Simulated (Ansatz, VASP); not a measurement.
**One calculation of Hf2N, two programs**

```
Hf N
1.0
     5.43598    0.00000    0.00000
     0.00000    5.25216    0.00000
     0.00000    0.00000    3.20058
Hf N
4 2
Direct
  0.29540 0.29540 0.00000
  0.70460 0.70460 0.00000
  0.79540 0.20460 0.50000
  0.20460 0.79540 0.50000
  0.00000 0.00000 0.00000
  0.50000 0.50000 0.50000
```

Change from the starting cell: mode 4 frozen in at +0.000 Å, normal strain along x +0.0350.

Alike in both runs: task single point; functional LDA; k mesh 8 × 8 × 12; occupations gaussian, width 0.15 eV; no spin polarisation.

|  | VASP | Ansatz |
| --- | --- | --- |
| version | VASP 6.6.1 | Ansatz 0.2.0 |
| potentials or method | VASP PAW LDA potentials, release 64 (Hf_pv, N), cutoff 520 eV | scalar-relativistic, plane waves, PAW |
| valence electrons in the cell | 50 | 114 |

```csv
,VASP,Ansatz,Ansatz less VASP
gap on the k mesh at the Fermi level (eV),none,none,-
pressure (GPa),-7.1,-6.8,+0.28
"traceless stress, the component that is largest in VASP (GPa)",-4.54,-4.55,-0.009
rms of the force components (eV/Å),0.072,0.071,-0.0015
```

Ansatz warns that its potentials were made for another functional, while VASP's fit it. LDA's correlation is that of Perdew and Zunger in VASP and of Perdew and Wang (1992) in Ansatz. Atom by atom the forces differ by 0.002 eV/Å (rms over components). A gap of «none» marks a metal or a gap that the smearing closes. VASP's potentials hold 50 valence electrons a cell and Ansatz's 114, so a difference there can come from the potentials and not from the codes.

Spin-orbit coupling is off throughout.
